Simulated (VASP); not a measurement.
Input of a VASP 6.6.1 run:

Contents of POSCAR:

```
Si
1.0
    2.6205428149      0.0000000000      0.0000000000
   -1.3102714075      2.2694566494      0.0000000000
    0.0000000000      0.0000000000      2.5033497058
Si
1
Direct
    0.0000000000      0.0000000000      0.0000000000
```

INCAR.step1

```
SYSTEM = Si
PREC     = Accurate       ! precision mode
ENCUT    = 520            ! plane-wave cutoff, eV
ISMEAR   = 0              ! smearing method
SIGMA    = 0.15           ! smearing width, eV
LREAL    = .FALSE.        ! projectors in reciprocal space
LASPH    = .TRUE.         ! aspherical terms in the spheres
NELM     = 100            ! most SCF steps
NBANDS   = 8              ! bands
GGA      = PE             ! functional
ALGO     = Normal         ! electronic algorithm
EDIFF    = 1E-4           ! SCF threshold, eV
LWAVE    = .TRUE.         ! write WAVECAR
LCHARG   = .FALSE.        ! write CHGCAR
```

Contents of INCAR.step2:

```
SYSTEM = Si
PREC     = Accurate       ! precision mode
ENCUT    = 520            ! plane-wave cutoff, eV
EDIFF    = 1E-7           ! SCF threshold, eV
ISMEAR   = 0              ! smearing method
SIGMA    = 0.15           ! smearing width, eV
LREAL    = .FALSE.        ! projectors in reciprocal space
LASPH    = .TRUE.         ! aspherical terms in the spheres
NELM     = 100            ! most SCF steps
ALGO     = Normal         ! electronic algorithm
ISIF     = 2              ! what is computed and relaxed
LWAVE    = .FALSE.        ! write WAVECAR
LCHARG   = .FALSE.        ! write CHGCAR
METAGGA  = R2SCAN         ! meta-GGA
LMIXTAU  = .TRUE.       
NBANDS   = 8              ! bands
ISTART   = 1
```

KPOINTS

```
Automatic mesh
0
G
  24 24 20
  0 0 0
```

Potentials or basis: VASP PAW PBE potentials, release 64 (Si).

Run with:

```bash
$ cat potpaw_PBE.64/Si/POTCAR > POTCAR
$ cp INCAR.step1 INCAR
$ mpirun -np 1 vasp_std > vasp.out
$ cp INCAR.step2 INCAR
$ mpirun -np 1 vasp_std > vasp.out
```

(1) Estimate the pressure.

(2) What does it give for the band gap on the k mesh?

Answers

(1) 0.1 GPa.

(2) zero (bands 2 and 3 overlap by 12.45 eV).

Caveat: the cell differs from its parent crystal (strain +0.000 along x and y, +0.015 along z); the PAW data sets were made with another functional, which shifts forces and pressure a little.
